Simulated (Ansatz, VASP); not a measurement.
## Two plane-wave programs on MgO

```
O Mg
1.0
     5.95062    0.00000    0.00000
    -2.97531    5.15339    0.00000
     0.00000    0.00000   24.07332
O Mg
12 12
Direct
  0.16667 0.33333 0.33232
  0.16667 0.83333 0.33232
  0.66667 0.33333 0.33232
  0.66667 0.83333 0.33232
  0.50000 0.50000 0.43323
  0.50000 0.00000 0.43323
  0.00000 0.50000 0.43323
  0.00000 0.00000 0.43323
  0.83461 0.66540 0.53863
  0.83641 0.16842 0.53684
  0.33158 0.66360 0.53684
  0.33194 0.16806 0.53308
  0.33333 0.16667 0.38277
  0.33333 0.66667 0.38277
  0.83333 0.16667 0.38277
  0.83333 0.66667 0.38277
  0.66771 0.33476 0.47956
  0.66735 0.83265 0.47938
  0.16622 0.33378 0.48011
  0.16524 0.83229 0.47956
  0.99728 0.50272 0.58944
  0.00689 0.00343 0.58137
  0.49658 0.49311 0.58137
  0.49928 0.00073 0.57736
```

Alike in both runs: task single point; functional PBE; dispersion D3(BJ); k mesh 3 × 3 × 1; occupations gaussian, width 0.05 eV; no spin polarisation.

|  | VASP | Ansatz |
| --- | --- | --- |
| version | VASP 6.6.1 | Ansatz 0.2.0 |
| potentials or method | VASP PAW PBE potentials, release 64 (O, Mg), cutoff 520 eV | scalar-relativistic, plane waves, PAW |
| valence electrons in the cell | 96 | 192 |

Ansatz gave:

| Item | Value |
| --- | --- |
| gap on the k mesh at the Fermi level (eV) | none |
| rms of the force components (eV/Å) | 0.833 |

Task: What did VASP give for the same quantities?

Result: gap on the k mesh at the Fermi level (eV): none; rms of the force components (eV/Å): 0.830.

A gap of «none» marks a metal or a gap that the smearing closes. VASP's potentials hold 96 valence electrons a cell and Ansatz's 192, so a difference there can come from the potentials and not from the codes. Ansatz's warnings: structure snapped to symmetry, vacuum below fermi.

The k mesh is coarse, so the values compare programs but aren't converged.
